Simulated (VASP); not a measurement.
# Zr3C2 (Cmmm) in VASP: notebook

Zr3C2 is run at these levels: PBE; tasks: relaxation of cell and atoms, single point.

Program: VASP 6.6.1. These are calculated values, not measurements. Logs are shortened: lines on timing, memory, paths and dates and some standing lists are left out, and cuts for length are marked.

### Step 1. The cell of the first run

The structure is orthorhombic, space group Cmmm (No. 65). The conventional cell has a = 4.548 Å, b = 5.745 Å, c = 4.909 Å, α = 90.00°, β = 90.00°, γ = 90.00°. Within 1.9 Å of Zr (site symmetry 2mm) lie 2 C at 1.44 Å. Zr (site symmetry mmm) has 8 Zr at 2.70 to 3.66 Å and 8 C at 3.06 Å within 3.7 Å. Within 1.9 Å of C (site symmetry 2/m) lie 2 Zr at 1.44 Å.

The cell was generated, and may not be a known phase.

### Step 2. Relaxation of cell and atoms, PBE

Contents of INCAR:

```
  ALGO = Normal
  EDIFF = 1E-7
  EDIFFG = -0.04
  ENCUT = 600
  GGA = PE
  IBRION = 2
  ISIF = 3
  ISMEAR = 0
  LASPH = T
  LCHARG = F
  LREAL = F
  LWAVE = F
  NELM = 80
  NSW = 90
  PREC = Accurate
  SIGMA = 0.1
```

Contents of KPOINTS:

```
k-points
0
Gamma
  6 6 4
```

Contents of POSCAR:

```
Zr3C2
1.0
    2.2741938400     -2.8723654900      0.0000000000
    2.2741938400      2.8723654900      0.0000000000
    0.0000000000      0.0000000000      4.9093285500
Zr C
3 2
Direct
    0.7467016600      0.7467016600      0.5000000000
    0.2532983400      0.2532983400      0.5000000000
    0.5000000000      0.5000000000      0.0000000000
    0.0000000000      0.5000000000      0.5000000000
    0.5000000000      0.0000000000      0.5000000000
```

Potentials or basis: VASP PAW PBE potentials, release 64 (Zr_sv, C).

Started as:

```bash
$ cat potpaw_PBE.64/Zr_sv/POTCAR potpaw_PBE.64/C/POTCAR > POTCAR
$ mpirun -np 1 vasp_std > vasp.out
```

OUTCAR:

```text
EDIFF = 1E-7
   EDIFFG = -0.04
   ENCUT = 600
   GGA = PE
   IBRION = 2
   ISIF = 3
   ISMEAR = 0
   LASPH = T
   LREAL = F
   NELM = 80
   NSW = 90
   PREC = Accurate

 ion  position               nearest neighbor table
   1  0.747  0.747  0.500-   4 1.44   5 1.44   2 2.24   2 2.30   5 2.68   4 2.68   3 2.70   3 2.70
                             4 2.70   5 2.70   2 2.87   2 2.87
   2  0.253  0.253  0.500-   4 1.44   5 1.44   1 2.24   1 2.30   4 2.68   5 2.68   3 2.70   3 2.70
                             5 2.70   4 2.70   1 2.87   1 2.87
   3  0.500  0.500  0.000-   1 2.70   2 2.70   1 2.70   2 2.70
   4  0.000  0.500  0.500-   1 1.44   2 1.44   1 2.68   2 2.68   1 2.70   2 2.70
   5  0.500  0.000  0.500-   1 1.44   2 1.44   1 2.68   2 2.68   2 2.70   1 2.70

 -----------------------------------------------------------------------------
|                                                                             |
|           W    W    AA    RRRRR   N    N  II  N    N   GGGG   !!!           |
|           W    W   A  A   R    R  NN   N  II  NN   N  G    G  !!!           |
|           W    W  A    A  R    R  N N  N  II  N N  N  G       !!!           |
|           W WW W  AAAAAA  RRRRR   N  N N  II  N  N N  G  GGG   !            |
|           WW  WW  A    A  R   R   N   NN  II  N   NN  G    G                |
|           W    W  A    A  R    R  N    N  II  N    N   GGGG   !!!           |
|                                                                             |
|     The distance between some ions is very small. Please check the          |
|     nearest-neighbor list in the OUTCAR file.                               |
|     I HOPE YOU KNOW WHAT YOU ARE DOING!                                     |
|                                                                             |
 -----------------------------------------------------------------------------

  LATTYP: Found a base centered orthorhombic cell.
 ALAT       =     4.5483876800
 B/A-ratio  =     1.2630257982
 C/A-ratio  =     1.0793557839

  Lattice vectors:

 A1 = (   2.2741938400,  -2.8723654900,   0.0000000000)
 A2 = (   2.2741938400,   2.8723654900,   0.0000000000)
 A3 = (   0.0000000000,   0.0000000000,   4.9093285500)

Analysis of symmetry for initial positions (statically):
=====================================================================
 Subroutine PRICEL returns:
 Original cell was already a primitive cell.

 Routine SETGRP: Setting up the symmetry group for a
 base centered orthorhombic supercell.

 Subroutine GETGRP returns: Found  8 space group operations
 (whereof  8 operations were pure point group operations)
 out of a pool of  8 trial point group operations.

The static configuration has the point symmetry D_2h.

Analysis of symmetry for dynamics (positions and initial velocities):
=====================================================================
 Subroutine PRICEL returns:
 Original cell was already a primitive cell.

 Routine SETGRP: Setting up the symmetry group for a
 base centered orthorhombic supercell.

 Subroutine GETGRP returns: Found  8 space group operations
 (whereof  8 operations were pure point group operations)
 out of a pool of  8 trial point group operations.

The dynamic configuration has the point symmetry D_2h.

 Subroutine INISYM returns: Found  8 space group operations
 (whereof  8 operations are pure point group operations),
 and found     1 'primitive' translations

----------------------------------------------------------------------------------------

                                     Primitive cell

  volume of cell :      64.1386

  direct lattice vectors                    reciprocal lattice vectors
     2.274193840 -2.872365490  0.000000000     0.219858128 -0.174072555  0.000000000
     2.274193840  2.872365490  0.000000000     0.219858128  0.174072555  0.000000000
     0.000000000  0.000000000  4.909328550     0.000000000  0.000000000  0.203693843

  length of vectors
     3.663664986  3.663664986  4.909328550     0.280426195  0.280426195  0.203693843

  position of ions in fractional coordinates (direct lattice)
     0.746701660  0.746701660  0.500000000
     0.253298340  0.253298340  0.500000000
     0.500000000  0.500000000  0.000000000
     0.000000000  0.500000000  0.500000000
     0.500000000  0.000000000  0.500000000

  ion indices of the primitive-cell ions
   primitive index   ion index
                 1           1
                 2           2
                 3           3
                 4           4
                 5           5

----------------------------------------------------------------------------------------

 KPOINTS: k-points

Automatic generation of k-mesh.
 Grid dimensions read from file:
 generate k-points for:    6    6    4

 Generating k-lattice:

  Cartesian coordinates                     Fractional coordinates (reciprocal lattice)
[... 35 lines left out ...]
 SYSTEM =  unknown system
   PREC   = accura    normal or accurate (medium, high low for compatibility)
   ISTART =      0    job   : 0-new  1-cont  2-samecut
   ICHARG =      2    charge: 1-file 2-atom 10-const
   ISPIN  =      1    spin polarized calculation?
   LNONCOLLINEAR =      F non collinear calculations
   LSORBIT =      F    spin-orbit coupling
   LASPH  =      T    aspherical Exc in radial PAW
   ENCUT  =  600.0 eV  44.10 Ry    6.64 a.u.   7.32  7.32  9.81*2*pi/ulx,y,z
   NELM   =     80;   NELMIN=  2; NELMDL= -5     # of ELM steps
   EDIFF  = 0.1E-06   stopping-criterion for ELM
   LREAL  =      F    real-space projection
   EDIFFG = -.4E-01   stopping-criterion for IOM
   NSW    =     90    number of steps for IOM
   IBRION =      2    ionic relax: 0-MD 1-quasi-New 2-CG
   NFREE  =      1    steps in history (QN), initial steepest desc. (CG)
   ISIF   =      3    stress and relaxation
   ISYM   =      2    0-nonsym 1-usesym 2-fastsym
   POTIM  = 0.5000    time-step for ionic-motion
   TEBEG  =    0.0;   TEEND  =   0.0 temperature during run
   PSTRESS=    0.0 pullay stress
   NELECT =      44.0000    total number of electrons
   NUPDOWN=      -1.0000    fix difference up-down
   EMIN   =  10.00;   EMAX   =-10.00  energy-range for DOS
   EFERMI =   0.00;   METHOD = LEGACY
   ISMEAR =     0;   SIGMA  =   0.10  broadening in eV -4-tet -1-fermi 0-gaus
   EFERMI_NEDOS =   21; number of points for ismear=-14 and -15
   IALGO  =     38    algorithm
   IMIX   =      4    mixing-type and parameters
     AMIX     =   0.40;   BMIX     =  1.00
     AMIX_MAG =   1.60;   BMIX_MAG =  1.00
  volume/ion in A,a.u.               =      12.83        86.57
  Fermi-wavevector in a.u.,A,eV,Ry     =   1.443841  2.728463 28.363741  2.084676
  Thomas-Fermi vector in A             =   2.562203
   LORBIT       =      0    0 simple, 1 ext, 2 COOP (PROOUT), +10 PAW based schemes
   GGA     = PE    functional components
   LHFCALC =     F    Hartree Fock is set to
   AEXX    =    0.0000 exact exchange contribution
   IVDW    =     0    specifies the selected vdW correction
   LEPSILON=     F    determine dielectric tensor
   LRPA    =     F    only Hartree local field effects (RPA)
 conjugate gradient relaxation of ions
 non-spin polarized calculation
 Gauss-broadening in eV      SIGMA  =   0.10
  energy-cutoff  :      600.00
  volume of cell :       64.14
 maximum number of plane-waves:      2164
 NGX is ok and might be reduce to    30
   NGX = 15   NGY = 15   NGZ = 19

--------------------------------------- Ionic step        1  -------------------------------------------

 number of electron      44.0000000 magnetization

 Free energy of the ion-electron system (eV)
  ---------------------------------------------------
  ext. energy  EPLUGINS =         0.00000000
  ---------------------------------------------------
  free energy    TOTEN  =        -3.09831978 eV

  energy without entropy =       -3.08646191  energy(sigma->0) =       -3.09239085

 E-fermi :  11.4572     XC(G=0): -12.0097

 val. band max:       11.3847075167   @ k =   0.5000   0.5000   0.0000
 cond. band min:      11.4658496542   @ k =  -0.1667   0.1667   0.2500
 fundamental gap:      0.0811421375
 Fermi energy:        11.4572286111

 k-point     1 :       0.0000    0.0000    0.0000
  band No.  band energies     occupation
      1     -38.5378      2.00000
      2     -37.8911      2.00000
      3     -37.0505      2.00000
      4     -20.1383      2.00000
      5     -19.8001      2.00000
      6     -18.3142      2.00000
[... 2208 lines left out ...]
     25       6.2295      0.00000
     26       6.8199      0.00000

 [... further k-points ...]

[... ionic steps 4 to 37 ...]

--------------------------------------- Ionic step       38  -------------------------------------------

 number of electron      43.9999999 magnetization

------------------------ aborting loop because EDIFF is reached ----------------------------------------

  FORCE on cell =-STRESS in cart. coord.  units (eV):
  Direction    XX          YY          ZZ          XY          YZ          ZX
  --------------------------------------------------------------------------------------
  -------------------------------------------------------------------------------------
  Total        0.1459050      0.0992552     -0.0097285      0.0000000      0.0000000      0.0000000
  in kB        2.4524047      1.6683032     -0.1635183      0.0000000      0.0000000      0.0000000
  external PRESSURE =       1.3190632 kB  Pullay stress =       0.0000000 kB
[... 63 lines left out ...]
  energy  without entropy=      -36.4867425992  energy(sigma->0) =      -36.49986042

--------------------------------------- Ionic step       40  -------------------------------------------

 number of electron      43.9999998 magnetization

 Free energy of the ion-electron system (eV)
  ---------------------------------------------------
  ext. energy  EPLUGINS =         0.00000000
  ---------------------------------------------------
  free energy    TOTEN  =       -36.51322119 eV

  energy without entropy =      -36.48706520  energy(sigma->0) =      -36.50014320

 E-fermi :   6.9116     XC(G=0): -10.5053

 val. band max:        6.9073471016   @ k =   0.1667   0.0000   0.5000
 cond. band min:       6.9141038829   @ k =  -0.1667   0.1667   0.0000
 fundamental gap:      0.0067567813
 Fermi energy:         6.9116389561

 k-point     1 :       0.0000    0.0000    0.0000
  band No.  band energies     occupation
      1     -42.8280      2.00000
      2     -41.2508      2.00000
      3     -41.0427      2.00000
      4     -20.9629      2.00000
      5     -20.8065      2.00000
      6     -20.3676      2.00000
[... 719 lines left out ...]
  FREE ENERGIE OF THE ION-ELECTRON SYSTEM (eV)
  ---------------------------------------------------
  free  energy   TOTEN  =       -36.5132211939 eV

  energy  without entropy=      -36.4870651981  energy(sigma->0) =      -36.50014320

 reached required accuracy - stopping structural energy minimisation
```

Run time: 36 min. Hardware: 1 thread of Intel Xeon Platinum 8488C (Sapphire Rapids), shared host; peak memory 0.23 GiB.

What came out:

* Free energy: -36.5132 eV
* Relaxed volume: 19.08 Å³/atom
* Relaxed cell: a = 5.596 Å, b = 5.596 Å, c = 3.047 Å, α = 90.00°, β = 90.00°, γ = 89.49°
* Space group after relaxing (to 0.1 Å): Cmmm (No. 65)
* Pressure after relaxing: 0.0 GPa
* Largest force after relaxing: 0.030 eV/Å
* Band gap on the k mesh: zero (bands 22 and 23 overlap by 1.10 eV)

Forces on the atoms (eV/Å):
```
Zr   0.030  0.000  0.000
Zr  -0.030  0.000  0.000
Zr   0.000  0.000  0.000
C    0.000  0.000  0.000
C    0.000  0.000  0.000
```

Stress tensor (GPa, compression positive):
```
 0.16  0.00  0.00
 0.00 -0.04  0.00
 0.00  0.00 -0.19
```

Final structure:
```yaml
crystal:
  lattice:
    - [3.97412, -3.93916, 0.00000]
    - [3.97412, 3.93916, 0.00000]
    - [0.00000, 0.00000, 3.04722]
  atoms:
    - { symbol: Zr, position: [0.83461, 0.83461, 0.50000] }
    - { symbol: Zr, position: [0.16539, 0.16539, 0.50000] }
    - { symbol: Zr, position: [0.50000, 0.50000, 0.00000] }
    - { symbol: C, position: [0.00000, 0.50000, 0.50000] }
    - { symbol: C, position: [0.50000, 0.00000, 0.50000] }
```

Caveat: the volume moved by over 15 % at a fixed basis, so the end points are rough.

### Step 3. Relaxation of cell and atoms, PBE

This run uses another cell than the first one, of 19.45 Å³/atom.

Contents of INCAR:

```
SYSTEM = Zr3C2
ALGO     = Normal         ! electronic algorithm
EDIFF    = 1E-7           ! SCF threshold, eV
EDIFFG   = -0.04          ! ionic threshold
ENCUT    = 600            ! plane-wave cutoff, eV
GGA      = PE             ! functional
IBRION   = 2              ! ionic algorithm
ISIF     = 3              ! what is computed and relaxed
ISMEAR   = 0              ! smearing method
LASPH    = .TRUE.         ! aspherical terms in the spheres
LCHARG   = .FALSE.        ! write CHGCAR
LREAL    = .FALSE.        ! projectors in reciprocal space
LWAVE    = .FALSE.        ! write WAVECAR
NELM     = 60             ! most SCF steps
NSW      = 90             ! ionic steps
PREC     = Accurate       ! precision mode
SIGMA    = 0.1            ! smearing width, eV
```

Contents of KPOINTS:

```
k-points
0
G
  4 4 6
  0 0 0
```

Contents of POSCAR:

```
Zr3C2
1.0
    3.5109668528     -4.7255768775      0.0000000000
    3.5109668528      4.7255768775      0.0000000000
    0.0000000000      0.0000000000      2.9301480202
Zr C
3 2
Direct
    0.1375990496      0.8624009504      0.5000000000
    0.8624009504      0.1375990496      0.5000000000
    0.5000000000      0.5000000000      0.0000000000
    0.5000000000      0.0000000000      0.5000000000
    0.0000000000      0.5000000000      0.5000000000
```

Potentials or basis: VASP PAW PBE potentials, release 64 (Zr_sv, C).

Started as:

```bash
$ cat potpaw_PBE.64/Zr_sv/POTCAR potpaw_PBE.64/C/POTCAR > POTCAR
$ mpirun -np 1 vasp_std > vasp.out
```

It took 6.6 min on 1 thread of Intel Xeon Platinum 8488C (Sapphire Rapids), shared host; peak memory 0.28 GiB.

It converged, with:

- Free energy: -37.8419 eV
- Relaxed volume: 19.77 Å³/atom
- Relaxed cell: a = 5.946 Å, b = 5.946 Å, c = 2.993 Å, α = 90.00°, β = 90.00°, γ = 110.93°
- Space group after relaxing (to 0.1 Å): Cmmm (No. 65)
- Energy gained by relaxing: 12.7 meV/atom
- Ionic steps: 7
- Pressure after relaxing: 0.1 GPa
- Largest force after relaxing: 0.018 eV/Å
- Band gap on the k mesh: zero (bands 22 and 23 overlap by 0.63 eV)

Forces in eV/Å, atoms in the order of the input:
```
Zr   0.000 -0.018  0.000
Zr   0.000  0.018  0.000
Zr   0.000  0.000  0.000
C    0.000  0.000  0.000
C    0.000  0.000  0.000
```

Stress tensor (GPa, compression positive):
```
 0.08  0.00  0.00
 0.00  0.14  0.00
 0.00  0.00 -0.06
```

Step by step:
| step | energy change (eV) | largest force (eV/Å) | pressure (GPa) | volume (Å³) |
| --- | --- | --- | --- | --- |
| 1 | 0.0000 | 0.1615 | 1.05 | 97.23 |
| 2 | -0.0368 | 0.1960 | 0.00 | 99.01 |
| 3 | -0.0393 | 0.2077 | -0.30 | 99.60 |
| 4 | -0.0516 | 0.1141 | -0.32 | 99.47 |
| 5 | -0.0630 | 0.1339 | -0.33 | 99.12 |
| 6 | -0.0581 | 0.3037 | 1.15 | 98.14 |
| 7 | -0.0637 | 0.0179 | 0.05 | 98.86 |

Final structure:
```cif
data_structure
_symmetry_space_group_name_H-M 'P 1'
_symmetry_Int_Tables_number 1
_cell_length_a 5.9465
_cell_length_b 5.9465
_cell_length_c 2.9932
_cell_angle_alpha 90.000
_cell_angle_beta 90.000
_cell_angle_gamma 110.930
_cell_volume 98.86
loop_
_atom_site_label
_atom_site_type_symbol
_atom_site_fract_x
_atom_site_fract_y
_atom_site_fract_z
_atom_site_occupancy
Zr1 Zr 0.13228 0.86772 0.50000 1
Zr2 Zr 0.86772 0.13228 0.50000 1
Zr3 Zr 0.50000 0.50000 0.00000 1
C1 C 0.50000 0.00000 0.50000 1
C2 C 0.00000 0.50000 0.50000 1
```

Levels at points of the mesh, in eV from the Fermi level:
```
           k point  band 18  band 19  band 20  band 21  band 22  band 23  band 24  band 25  band 26
(0.00, 0.00, 0.00)    -1.89    -1.75    -0.92    -0.44    -0.43     0.11     0.91     0.94     0.98
(0.50, 0.00, 0.00)    -2.19    -1.61    -1.39    -0.67    -0.55     0.86     0.86     1.07     1.49
(0.50, 0.50, 0.00)    -1.62    -1.39    -1.11    -0.82    -0.63     0.70     0.91     1.30     1.58
(0.00, 0.00, 0.50)    -2.53    -1.41    -1.23    -1.11    -0.38     0.76     1.51     1.81     1.85
(0.50, 0.00, 0.50)    -1.84    -1.69    -1.41    -1.17    -0.13    -0.06     0.84     1.15     2.03
(0.50, 0.50, 0.50)    -2.05    -1.82    -1.17    -1.12    -0.23     0.55     0.64     0.94     2.14
```

### Step 4. Single point, PBE

This run uses another cell than the first one, of 19.64 Å³/atom.

Contents of INCAR:

```
SYSTEM = Zr3C2
ALGO = Normal
EDIFF = 1E-6
ENCUT = 520
GGA = PE
ISIF = 2
ISMEAR = 0
LASPH = .True.
LCHARG = .False.
LREAL = .False.
LWAVE = .False.
NBANDS = 30
NELM = 100
PREC = Accurate
SIGMA = 0.1
```

Contents of KPOINTS:

```
k-points
0
Gamma
  8 8 12
  0 0 0
```

Contents of POSCAR:

```
Zr3C2
1.0
    3.4185089225     -4.8738848232      0.0000000000
    3.4185089225      4.8738848232      0.0000000000
    0.0000000000      0.0000000000      2.9463382362
Zr C
3 2
Direct
    0.1336782403      0.8663217597      0.5000000000
    0.8663217597      0.1336782403      0.5000000000
    0.5000000000      0.5000000000      0.0000000000
    0.5000000000      0.0000000000      0.5000000000
    0.0000000000      0.5000000000      0.5000000000
```

Started as:

```bash
$ cat potpaw_PBE.64/Zr_sv/POTCAR potpaw_PBE.64/C/POTCAR > POTCAR
$ mpirun -np 1 vasp_std > vasp.out
```

Wall time 5.1 min (1 thread of Intel Xeon Platinum 8488C (Sapphire Rapids), shared host); peak memory 0.47 GiB.

It converged, with:

```yaml
Free_energy: -37.8160 eV
Pressure: 0.1 GPa
Band_gap_on_the_k_mesh: zero (bands 22 and 23 overlap by 0.77 eV)
```

Stress tensor (GPa, compression positive):
```
 0.15  0.00  0.00
 0.00  0.16  0.00
 0.00  0.00 -0.02
```

Levels at points of the mesh, in eV from the Fermi level:
| k point | band 20 | band 21 | band 22 | band 23 | band 24 | band 25 |
| --- | --- | --- | --- | --- | --- | --- |
| (0.00, 0.00, 0.00) | -1.02 | -0.56 | -0.55 | -0.02 | 0.91 | 1.00 |
| (0.50, 0.00, 0.00) | -1.62 | -0.80 | -0.63 | 0.71 | 0.98 | 1.17 |
| (0.50, 0.50, 0.00) | -1.15 | -0.87 | -0.72 | 0.74 | 0.81 | 1.41 |
| (0.00, 0.00, 0.50) | -1.36 | -1.18 | -0.44 | 0.73 | 1.35 | 1.70 |
| (0.50, 0.00, 0.50) | -1.49 | -1.18 | -0.26 | -0.15 | 0.78 | 1.10 |
| (0.50, 0.50, 0.50) | -1.22 | -1.21 | -0.49 | 0.53 | 0.56 | 0.92 |

### Step 5. Overview

| task | cell | k mesh | cutoff (eV) | gap on the mesh (eV) | pressure (GPa) | relaxed volume (Å³/atom) | largest force (eV/Å) |
| --- | --- | --- | --- | --- | --- | --- | --- |
| relaxation of cell and atoms | relaxed from a = 3.664, b = 3.664, c = 4.909 Å, angles 90.0, 90.0, 103.3°, 5 atoms, atomic positions A | 6 × 6 × 4 | 600 | none | 0.0 | 19.08 | 0.03 |
| relaxation of cell and atoms | relaxed from a = 5.887, b = 5.887, c = 2.930 Å, angles 90.0, 90.0, 106.8°, 5 atoms, atomic positions B | 4 × 4 × 6 | 600 | none | 0.1 | 19.77 | 0.02 |
| single point | a = 5.953, b = 5.953, c = 2.946 Å, angles 90.0, 90.0, 109.9°, 5 atoms, atomic positions C | 8 × 8 × 12 | 520 | none | 0.1 | - | - |

Alike in all rows: level PBE; potentials or basis VASP PAW PBE potentials, release 64 (Zr_sv, C); no spin polarisation; smearing gaussian 0.1 eV.

Caveats: the volume moved by over 15 % at a fixed basis, so the end points are rough (at least some runs).

Total energies depend on the potentials used, so only differences within one code and one set of settings carry meaning.

The gap in the log of VASP goes by the Fermi energy; the results here count the filled bands.